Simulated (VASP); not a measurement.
# MnS (R-3m) in VASP: a series of runs, part 2 of 2

VASP 6.6.1.

### Step 3. Single point, PBE, collinear spin, ferromagnetic start

INCAR

```
SYSTEM = MnS
  ALGO = Normal
  EDIFF = 1E-6
  ENCUT = 500
  GGA = PE
  GGA_COMPAT = .FALSE.
  ISIF = 2
  ISMEAR = 0
  ISPIN = 2
  LASPH = .TRUE.
  LCHARG = .FALSE.
  LMAXMIX = 4
  LORBIT = 11
  LREAL = .FALSE.
  LWAVE = .FALSE.
  MAGMOM = 4 0
  NBANDS = 20
  NELM = 200
  PREC = Accurate
  SIGMA = 0.05
```

KPOINTS

```
k-points
0
G
  15 15 15
  0 0 0
```

POSCAR

```
MnS
1.0
    1.8299960138      1.0565486912      2.9709202777
   -1.8299960138      1.0565486912      2.9709202777
    0.0000000000     -2.1130973823      2.9709202777
Mn S
1 1
Direct
    0.0000000000      0.0000000000      0.0000000000
    0.5000000000      0.5000000000      0.5000000000
```

Potentials or basis: VASP PAW PBE potentials, release 64 (Mn_pv, S).

Command:

```
$ cat potpaw_PBE.64/Mn_pv/POTCAR potpaw_PBE.64/S/POTCAR > POTCAR
$ mpirun -np 1 vasp_std > vasp.out
```

OUTCAR:

```text
SYSTEM = MnS
   EDIFF = 1E-6
   ENCUT = 500
   GGA = PE
   ISIF = 2
   ISMEAR = 0
   ISPIN = 2
   LASPH = .TRUE.
   LORBIT = 11
   LREAL = .FALSE.
   NELM = 200
   PREC = Accurate

 ion  position               nearest neighbor table
   1  0.000  0.000  0.000-   2 2.58   2 2.58   2 2.58   2 2.58   2 2.58   2 2.58
   2  0.500  0.500  0.500-   1 2.58   1 2.58   1 2.58   1 2.58   1 2.58   1 2.58

  LATTYP: Found a trigonal (rhomboedric) cell.
 ALAT       =     3.6457575130
 COS(alpha) =     0.4960879726

  Lattice vectors:

 A1 = (   1.8299960138,   1.0565486912,   2.9709202777)
 A2 = (  -1.8299960138,   1.0565486912,   2.9709202777)
 A3 = (   0.0000000000,  -2.1130973823,   2.9709202777)

Analysis of symmetry for initial positions (statically):
=====================================================================
 Subroutine PRICEL returns:
 Original cell was already a primitive cell.

 Routine SETGRP: Setting up the symmetry group for a
 trigonal (rhombohedral) supercell.

 Subroutine GETGRP returns: Found 12 space group operations
 (whereof 12 operations were pure point group operations)
 out of a pool of 12 trial point group operations.

The static configuration has the point symmetry D_3d.

Analysis of symmetry for dynamics (positions and initial velocities):
=====================================================================
 Subroutine PRICEL returns:
 Original cell was already a primitive cell.

 Routine SETGRP: Setting up the symmetry group for a
 trigonal (rhombohedral) supercell.

 Subroutine GETGRP returns: Found 12 space group operations
 (whereof 12 operations were pure point group operations)
 out of a pool of 12 trial point group operations.

The dynamic configuration has the point symmetry D_3d.

Analysis of structural, dynamic, and magnetic symmetry:
=====================================================================
 Subroutine PRICEL returns:
 Original cell was already a primitive cell.

 Routine SETGRP: Setting up the symmetry group for a
 trigonal (rhombohedral) supercell.

 Subroutine GETGRP returns: Found 12 space group operations
 (whereof 12 operations were pure point group operations)
 out of a pool of 12 trial point group operations.

The overall configuration has the point symmetry D_3d.

 Subroutine INISYM returns: Found 12 space group operations
 (whereof 12 operations are pure point group operations),
 and found     1 'primitive' translations

----------------------------------------------------------------------------------------

                                     Primitive cell

  volume of cell :      34.4653

  direct lattice vectors                    reciprocal lattice vectors
     1.829996014  1.056548691  2.970920278     0.273224639  0.157746319  0.112198680
    -1.829996014  1.056548691  2.970920278    -0.273224639  0.157746319  0.112198680
     0.000000000 -2.113097382  2.970920278     0.000000000 -0.315492638  0.112198680

  length of vectors
     3.645757513  3.645757513  3.645757513     0.334849441  0.334849441  0.334849441

  position of ions in fractional coordinates (direct lattice)
     0.000000000  0.000000000  0.000000000
     0.500000000  0.500000000  0.500000000

  ion indices of the primitive-cell ions
   primitive index   ion index
                 1           1
                 2           2
[... 59 lines left out ...]
   ions per type =               1   1
   NGX,Y,Z   is equivalent  to a cutoff of  12.77, 12.77, 12.77 a.u.
   NGXF,Y,Z  is equivalent  to a cutoff of  25.54, 25.54, 25.54 a.u.
 SYSTEM =  MnS
   PREC   = accura    normal or accurate (medium, high low for compatibility)
   ISTART =      0    job   : 0-new  1-cont  2-samecut
   ICHARG =      2    charge: 1-file 2-atom 10-const
   ISPIN  =      2    spin polarized calculation?
   LNONCOLLINEAR =      F non collinear calculations
   LSORBIT =      F    spin-orbit coupling
   LASPH  =      T    aspherical Exc in radial PAW
   ENCUT  =  500.0 eV  36.75 Ry    6.06 a.u.   6.65  6.65  6.65*2*pi/ulx,y,z
   NELM   =    200;   NELMIN=  2; NELMDL= -5     # of ELM steps
   EDIFF  = 0.1E-05   stopping-criterion for ELM
   LREAL  =      F    real-space projection
   EDIFFG = 0.1E-04   stopping-criterion for IOM
   NSW    =      0    number of steps for IOM
   IBRION =     -1    ionic relax: 0-MD 1-quasi-New 2-CG
   NFREE  =      0    steps in history (QN), initial steepest desc. (CG)
   ISIF   =      2    stress and relaxation
   ISYM   =      2    0-nonsym 1-usesym 2-fastsym
   POTIM  = 0.5000    time-step for ionic-motion
   TEBEG  =    0.0;   TEEND  =   0.0 temperature during run
   PSTRESS=    0.0 pullay stress
   NELECT =      19.0000    total number of electrons
   NUPDOWN=      -1.0000    fix difference up-down
   EMIN   =  10.00;   EMAX   =-10.00  energy-range for DOS
   EFERMI =   0.00;   METHOD = LEGACY
   ISMEAR =     0;   SIGMA  =   0.05  broadening in eV -4-tet -1-fermi 0-gaus
   EFERMI_NEDOS =   21; number of points for ismear=-14 and -15
   IALGO  =     38    algorithm
   IMIX   =      4    mixing-type and parameters
     AMIX     =   0.40;   BMIX     =  1.00
     AMIX_MAG =   1.60;   BMIX_MAG =  1.00
  volume/ion in A,a.u.               =      17.23       116.29
  Fermi-wavevector in a.u.,A,eV,Ry     =   1.342349  2.536672 24.516344  1.801900
  Thomas-Fermi vector in A             =   2.470510
   LORBIT       =     11    0 simple, 1 ext, 2 COOP (PROOUT), +10 PAW based schemes
   GGA     = PE    functional components
   LHFCALC =     F    Hartree Fock is set to
   AEXX    =    0.0000 exact exchange contribution
   IVDW    =     0    specifies the selected vdW correction
   LEPSILON=     F    determine dielectric tensor
   LRPA    =     F    only Hartree local field effects (RPA)
 spin polarized calculation
 Gauss-broadening in eV      SIGMA  =   0.05
  energy-cutoff  :      500.00
  volume of cell :       34.47
 maximum number of plane-waves:       899
   NGX = 13   NGY = 13   NGZ = 13

 number of electron      18.9999995 magnetization       4.6113624

 Free energy of the ion-electron system (eV)
  ---------------------------------------------------
  ext. energy  EPLUGINS =         0.00000000
  ---------------------------------------------------
  free energy    TOTEN  =       -14.07835412 eV

  energy without entropy =      -14.07714200  energy(sigma->0) =      -14.07774806

 E-fermi :   6.9613     XC(G=0): -10.7696

 val. band max:        6.9600840783   @ k =   0.4667   0.4667   0.2000
 cond. band min:       6.9652100515   @ k =   0.3333   0.2000   0.2000
 fundamental gap:      0.0051259732
 Fermi energy:         6.9612566873

 spin component 1

 k-point     1 :       0.0000    0.0000    0.0000
  band No.  band energies     occupation
      1     -43.7303      1.00000
      2     -43.7303      1.00000
      3     -43.7302      1.00000
      4      -7.8386      1.00000
      5       3.5413      1.00000
      6       3.5413      1.00000
[... 541 lines left out ...]
     19      20.0808      0.00000
     20      21.3142      0.00000

 [... further k-points ...]

 spin component 2

 k-point     1 :       0.0000    0.0000    0.0000
  band No.  band energies     occupation
      1     -39.2780      1.00000
      2     -39.2777      1.00000
      3     -39.2777      1.00000
      4      -7.5572      1.00000
      5       5.1937      1.00000
      6       5.1937      1.00000
[... 541 lines left out ...]
     19      20.6839      0.00000
     20      22.5062      0.00000

 [... further k-points ...]
[... 5 lines left out ...]
  --------------------------------------------------------------------------------------
  -------------------------------------------------------------------------------------
  Total       -0.5074566     -0.5074566     -0.4093187      0.0000000     -0.0000000      0.0000000
  in kB      -23.5899796    -23.5899796    -19.0278724      0.0000000     -0.0000000      0.0000000
  external PRESSURE =     -22.0692772 kB  Pullay stress =       0.0000000 kB

 VOLUME and BASIS-vectors are now :
 -----------------------------------------------------------------------------
  energy-cutoff  :      500.00
  volume of cell :       34.47
      direct lattice vectors                 reciprocal lattice vectors
     1.829996014  1.056548691  2.970920278     0.273224639  0.157746319  0.112198680
    -1.829996014  1.056548691  2.970920278    -0.273224639  0.157746319  0.112198680
     0.000000000 -2.113097382  2.970920278     0.000000000 -0.315492638  0.112198680

 POSITION                                       TOTAL-FORCE (eV/Angst)
 -----------------------------------------------------------------------------------
      0.00000      0.00000      0.00000         0.000000      0.000000      0.000000
      0.00000      0.00000      4.45638        -0.000000     -0.000000     -0.000000
 -----------------------------------------------------------------------------------
    total drift:                                0.000000      0.000000      0.000000

  FREE ENERGIE OF THE ION-ELECTRON SYSTEM (eV)
  ---------------------------------------------------
  free  energy   TOTEN  =       -14.0783541211 eV

  energy  without entropy=      -14.0771419957  energy(sigma->0) =      -14.07774806

 total charge

# of ion       s       p       d       tot
------------------------------------------
    1        0.219   6.170   4.942  11.331
    2        1.328   2.402   0.000   3.730
--------------------------------------------------
tot          1.546   8.572   4.942  15.061

 magnetization (x)

# of ion       s       p       d       tot
------------------------------------------
    1        0.052   0.040   4.097   4.188
    2        0.026   0.068   0.000   0.094
--------------------------------------------------
tot          0.078   0.107   4.097   4.283
```

It took 8.5 min on 1 thread of Oxide Virtual Turin-like, shared host; peak memory 0.39 GiB.

What came out:

```
Free energy                                           : -14.0784 eV
Pressure                                              : -2.2 GPa
Net moment                                            : 4.61 μB per cell
Site moments                                          : Mn +4.19; S +0.09 μB
Valence electrons inside the program's atomic spheres : Mn 11.33; S 3.73
```

Levels at points of the mesh, in eV from the Fermi level:
Spin up:
| k point | band 8 | band 9 | band 10 | band 11 | band 12 | band 13 | band 14 | band 15 | band 16 | band 17 |
| --- | --- | --- | --- | --- | --- | --- | --- | --- | --- | --- |
| (0.00, 0.00, 0.00) | -3.32 | -3.32 | -1.97 | -1.97 | -1.92 | 1.86 | 8.58 | 8.58 | 8.66 | 10.62 |
Spin down:
| k point | band 4 | band 5 | band 6 | band 7 | band 8 | band 9 | band 10 | band 11 |
| --- | --- | --- | --- | --- | --- | --- | --- | --- |
| (0.00, 0.00, 0.00) | -14.52 | -1.77 | -1.77 | -1.72 | 0.18 | 0.18 | 0.21 | 0.25 |

Caveat: a cell with one magnetic atom can't hold antiferromagnetic order, which such compounds often take; semilocal functionals often make such compounds metallic where correlation or magnetic order opens a gap, which also shifts bond lengths.
